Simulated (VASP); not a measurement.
# Ta (P6_3/mmc) in VASP: notebook, part 2 of 2

VASP 6.6.1.

### 4 Single point, PBEsol (16.67 Å³/atom)

This run uses another cell than the first one, of 16.67 Å³/atom.

INCAR

```
PREC = Accurate
ENCUT = 520
EDIFF = 1E-6
ISMEAR = -1
SIGMA = 0.1
LREAL = F
LASPH = T
NELM = 80
ALGO = Normal
ISIF = 2
LWAVE = F
LCHARG = F
GGA = PS
NBANDS = 18
```

KPOINTS

```
Automatic mesh
0
Gamma
  14 14 7
```

POSCAR

```
Ta
1.0
    2.7848618481      0.0000000000      0.0000000000
   -1.3924309241      2.4117611065      0.0000000000
    0.0000000000      0.0000000000      4.9628974195
Ta
2
Direct
    0.3333333333      0.6666666667      0.2500000000
    0.6666666667      0.3333333333      0.7500000000
```

Potentials or basis: VASP PAW PBE potentials, release 64 (Ta_pv).

The run is started by

```console
cat potpaw_PBE.64/Ta_pv/POTCAR > POTCAR
mpirun -np 1 vasp_std > vasp.out
```

OUTCAR:

```text
PREC = Accurate
   ENCUT = 520
   EDIFF = 1E-6
   ISMEAR = -1
   LREAL = F
   LASPH = T
   NELM = 80
   ISIF = 2
   GGA = PS

 ion  position               nearest neighbor table
   1  0.333  0.667  0.250-   2 2.96   2 2.96   2 2.96   2 2.96   2 2.96   2 2.96
   2  0.667  0.333  0.750-   1 2.96   1 2.96   1 2.96   1 2.96   1 2.96   1 2.96

  LATTYP: Found a hexagonal cell.
 ALAT       =     2.7848618481
 C/A-ratio  =     1.7820982477

  Lattice vectors:

 A1 = (   2.7848618481,   0.0000000000,   0.0000000000)
 A2 = (  -1.3924309241,   2.4117611065,   0.0000000000)
 A3 = (   0.0000000000,   0.0000000000,   4.9628974195)

Analysis of symmetry for initial positions (statically):
=====================================================================
 Subroutine PRICEL returns:
 Original cell was already a primitive cell.

 Routine SETGRP: Setting up the symmetry group for a
 hexagonal supercell.

 Subroutine GETGRP returns: Found 24 space group operations
 (whereof 12 operations were pure point group operations)
 out of a pool of 24 trial point group operations.

The static configuration has the point symmetry D_3d.
[... 161 lines left out ...]
  energy without entropy =      -24.29946577  energy(sigma->0) =      -24.33734496

 E-fermi :   6.3996     XC(G=0): -13.1192

 val. band max:        6.3787723566   @ k =   0.0714  -0.0000   0.0000
 cond. band min:       6.4044041590   @ k =   0.1429   0.1429   0.1429
 fundamental gap:      0.0256318024
 Fermi energy:         6.3995517414

 k-point     1 :       0.0000    0.0000    0.0000
  band No.  band energies     occupation
      1     -28.1106      2.00000
      2     -26.8772      2.00000
      3     -26.7349      2.00000
      4     -26.7349      2.00000
      5     -26.6141      2.00000
      6     -26.6141      2.00000
[... 481 lines left out ...]
      5     -27.2906      2.00000
      6     -27.1920      2.00000
[... 10 lines left out ...]
     17      14.8451      0.00000
     18      15.0637      0.00000

 [... further k-points ...]

------------------------ aborting loop because EDIFF is reached ----------------------------------------

  FORCE on cell =-STRESS in cart. coord.  units (eV):
  Direction    XX          YY          ZZ          XY          YZ          ZX
  --------------------------------------------------------------------------------------
  -------------------------------------------------------------------------------------
  Total        4.3995415      4.3995415      3.8378520     -0.0000000      0.0000000     -0.0000000
  in kB      211.4680502    211.4680502    184.4699227     -0.0000000      0.0000000     -0.0000000
  external PRESSURE =     202.4686743 kB  Pullay stress =       0.0000000 kB

 VOLUME and BASIS-vectors are now :
 -----------------------------------------------------------------------------
  energy-cutoff  :      520.00
  volume of cell :       33.33
      direct lattice vectors                 reciprocal lattice vectors
     2.784861848  0.000000000  0.000000000     0.359084240  0.207317383  0.000000000
    -1.392430924  2.411761107  0.000000000     0.000000000  0.414634765  0.000000000
     0.000000000  0.000000000  4.962897419     0.000000000  0.000000000  0.201495198

 POSITION                                       TOTAL-FORCE (eV/Angst)
 -----------------------------------------------------------------------------------
     -0.00000      1.60784      1.24072         0.000000      0.000000      0.000000
      1.39243      0.80392      3.72217        -0.000000     -0.000000      0.000000
 -----------------------------------------------------------------------------------
    total drift:                               -0.000000      0.000000     -0.000000

  FREE ENERGIE OF THE ION-ELECTRON SYSTEM (eV)
  ---------------------------------------------------
  free  energy   TOTEN  =       -24.3752241538 eV

  energy  without entropy=      -24.2994657689  energy(sigma->0) =      -24.33734496
```

OSZICAR:

```text
N       E                     dE             d eps       ncg     rms          rms(c)
DAV:   1     0.170898581340E+03    0.17090E+03   -0.12907E+04  3456   0.130E+03
DAV:   2    -0.209750635088E+02   -0.19187E+03   -0.18851E+03  4306   0.363E+02
DAV:   3    -0.252190861265E+02   -0.42440E+01   -0.41839E+01  4012   0.509E+01
DAV:   4    -0.252471300024E+02   -0.28044E-01   -0.28004E-01  3956   0.436E+00
DAV:   5    -0.252473131638E+02   -0.18316E-03   -0.18315E-03  3846   0.332E-01    0.222E+01
DAV:   6    -0.246019206900E+02    0.64539E+00   -0.59258E-01  3826   0.694E+00    0.112E+01
DAV:   7    -0.243787985823E+02    0.22312E+00   -0.57211E-01  3946   0.647E+00    0.450E-01
DAV:   8    -0.243752429541E+02    0.35556E-02   -0.10501E-02  3818   0.964E-01    0.136E-01
DAV:   9    -0.243752272946E+02    0.15659E-04   -0.18127E-04  4106   0.110E-01    0.557E-02
DAV:  10    -0.243752260480E+02    0.12467E-05   -0.24795E-05  4116   0.346E-02    0.776E-03
DAV:  11    -0.243752243446E+02    0.17034E-05   -0.25713E-06  3244   0.116E-02    0.486E-03
DAV:  12    -0.243752241538E+02    0.19076E-06   -0.16112E-07  1816   0.405E-03
   1 F= -.24375224E+02 E0= -.24337345E+02  d E =-.757584E-01
```

stdout:

```text
POSCAR found type information on POSCAR Ta
 POSCAR found :  1 types and       2 ions
 scaLAPACK will be used
 -----------------------------------------------------------------------------
|                                                                             |
|                                                                             |
|     You enforced a specific xc type in the INCAR file but a different       |
|     I HOPE YOU KNOW WHAT YOU ARE DOING!                                     |
|                                                                             |
 -----------------------------------------------------------------------------

 LDA part: xc-table for (Slater+PW92), standard interpolation
 POSCAR, INCAR and KPOINTS ok, starting setup
 FFT: planning ... GRIDC
 FFT: planning ... GRID_SOFT
 FFT: planning ... GRID
 WAVECAR not read
 entering main loop
```

It took 21 s on 1 thread of Intel Xeon 6975P-C (Granite Rapids), shared host; peak memory 0.18 GiB.

Results:

- Free energy: -24.3752 eV
- Pressure: 20.2 GPa
- Band gap on the k mesh: zero (bands 11 and 12 overlap by 2.18 eV)

Stress tensor (GPa, compression positive):
```
21.15  0.00  0.00
 0.00 21.15  0.00
 0.00  0.00 18.45
```

Caveat: the cell stands under pressure; the PAW data sets were made with another functional, which shifts forces and pressure a little; spin-orbit coupling is left out, which moves the levels of the heavy elements.

### 5 The runs side by side

```csv
cell,k mesh,gap on the mesh (eV),pressure (GPa)
"a = 2.863, b = 2.863, c = 5.103 Å, angles 90.0, 90.0, 120.0°, 2 atoms",12 × 12 × 7,none,0.1
"a = 2.744, b = 2.744, c = 4.890 Å, angles 90.0, 90.0, 120.0°, 2 atoms",14 × 14 × 7,none,33.3
"a = 2.785, b = 2.785, c = 4.963 Å, angles 90.0, 90.0, 120.0°, 2 atoms",14 × 14 × 7,none,20.2
```

Alike in all rows: task single point; level PBEsol; potentials or basis VASP PAW PBE potentials, release 64 (Ta_pv); no spin polarisation; cutoff (eV) 520; smearing fermi-dirac 0.1 eV.

Caveats: the PAW data sets were made with another functional, which shifts forces and pressure a little; spin-orbit coupling is left out, which moves the levels of the heavy elements; the cell stands under pressure (at least some runs).

Absolute energies hang on the potentials; compare differences alone.
